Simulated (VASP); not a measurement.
The system is MgS.

```
Mg S
1.0
     4.02863    0.00000    0.00000
    -2.01431    3.48889    0.00000
     0.00000    0.00000    6.45439
Mg S
2 2
Cartesian
  0.0000 2.3259 -0.0185
  2.0143 1.1630 3.2087
  0.0000 2.3259 2.4389
  2.0143 1.1630 5.6661
```

Base run:

| Property | Result |
| --- | --- |
| Program | VASP 6.6.1 |
| Functional | PBE |
| Potentials or basis | VASP PAW PBE potentials, release 64 (Mg, S) |
| Cutoff | 520 eV |
| k mesh | 12 × 12 × 4 |
| Occupations | gaussian, width 0.01 eV |
| Spin | no spin polarisation |

Its results: band gap on the k mesh 3.47 eV, direct; pressure 0.9 GPa.

Q: The run is repeated on the same cell with these changes: functional from PBE to r2SCAN; further incar settings from ALGO = Normal; EDIFF = 1e-06; NBANDS = 16 to ALGO = Normal; EDIFF = 1e-07; NBANDS = 16. What comes out?

A: Band gap on the k mesh 4.13 eV, direct; pressure -0.3 GPa.

Caveats: the PAW data sets were made with another functional, which shifts forces and pressure a little (some runs).

A k mesh can miss the band edges.
